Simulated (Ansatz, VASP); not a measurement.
**Two plane-wave programs on Fe**

Contents of INCAR:

```
SYSTEM = Fe
ALGO = Normal
EDIFF = 1E-6
ENCUT = 520
GGA = PE
ISIF = 2
ISMEAR = -1
LASPH = .True.
LCHARG = .False.
LMAXMIX = 4
LNONCOLLINEAR = .True.
LORBIT = 11
LREAL = .False.
LWAVE = .False.
MAGMOM = 0 0 2 0.894 0 1.789
NBANDS = 28
NELM = 150
PREC = Accurate
SIGMA = 0.27211386245988
```

The input KPOINTS:

```
k-points
0
Gamma
  2 2 2
  0 0 0
```

Contents of POSCAR:

```
Fe
1.0
    2.8660000000      0.0000000000      0.0000000000
    0.0000000000      2.8660000000      0.0000000000
    0.0000000000      0.0000000000      2.8660000000
Fe
2
Direct
   -0.0069783671      0.0000000000      0.0000000000
    0.5200000000      0.5000000000      0.5000000000
```

Input for Ansatz:

```yaml
crystal:
  atoms:
    - { position: [-0.006978367062, 0, 0], spin: 2, spin_axis: [0, 0, 1], symbol: Fe }
    - { position: [0.52, 0.5, 0.5], spin: 2, spin_axis: [0.4472127966, 0, 0.8944275905], symbol: Fe }
  lattice:
    - [2.866, 0, 0]
    - [0, 2.866, 0]
    - [0, 0, 2.866]
hamiltonian:
  dispersion: none
  pseudopotentials: { kind: paw }
  xc: pbe
kpoints:
  mp_grid: { grid: [2, 2, 2], shift: [0, 0, 0] }
magnetization:
  noncollinear: true
output:
  forces: true
  stress: false
scf:
  occupations: { method: fermi_dirac, width: "0.27211386245988 eV" }
```

Alike in both runs: task single point; functional PBE; k mesh 2 × 2 × 2; non-collinear spin.

|  | VASP | Ansatz |
| --- | --- | --- |
| version | VASP 6.6.1 | Ansatz development build ahead of 0.2.0 |
| potentials or method | VASP PAW PBE potentials, release 64 (Fe) | PAW (an earlier, plane waves, scalar-relativistic |
| plane-wave cutoff (eV) | 520 | 844 |
| occupations | fermi-dirac, width 0.272114 eV | fermi-dirac |

```csv
,VASP,Ansatz,Ansatz less VASP
net moment per atom (μB),2.23,2.02,-0.205
size of the moment on the site where the two differ most (μB),2.28,2.23,-0.047
```

The net moments are unlike, so the other rows may belong to different states. Site moments also hang on the region over which each program counts them. Ansatz's warnings: seeded moment not kept.

The k mesh is coarse, so the values compare programs but aren't converged.
